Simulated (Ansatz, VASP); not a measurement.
## Au in VASP and in Ansatz

```
CELL_PARAMETERS angstrom
0.00000 2.04177 2.04177
2.04177 0.00000 2.04177
2.04177 2.04177 0.00000
ATOMIC_POSITIONS crystal
Au 0.00000 0.00000 0.00000
```

Alike in both runs: functional PBEsol; k mesh 18 × 18 × 18; occupations fermi-dirac, width 0.1 eV; no spin polarisation.

Ansatz relaxed the structure, and its values are those at the end. VASP's run is a single point on that final structure, the one shown.

|  | VASP | Ansatz |
| --- | --- | --- |
| version | VASP 6.6.1 | Ansatz 0.2.0 |
| potentials or method | VASP PAW PBE potentials, release 64 (Au) | PAW with Ansatz's default frozen-core files, scalar-relativistic |
| plane-wave cutoff (eV) | 500 | 420 |
| valence electrons in the cell | 11 | 19 |

Ansatz gave:

```
pressure (GPa) : 0.0
```

What did VASP give for the same quantities?

Pressure (GPa): -0.3.

VASP's potentials were made for PBE, not for PBEsol. The functional is the same, so the differences come from potentials, cutoffs and numerics. VASP's potentials hold 11 valence electrons a cell and Ansatz's 19, so a difference there can come from the potentials and not from the codes.

Neither program's run includes spin-orbit coupling.
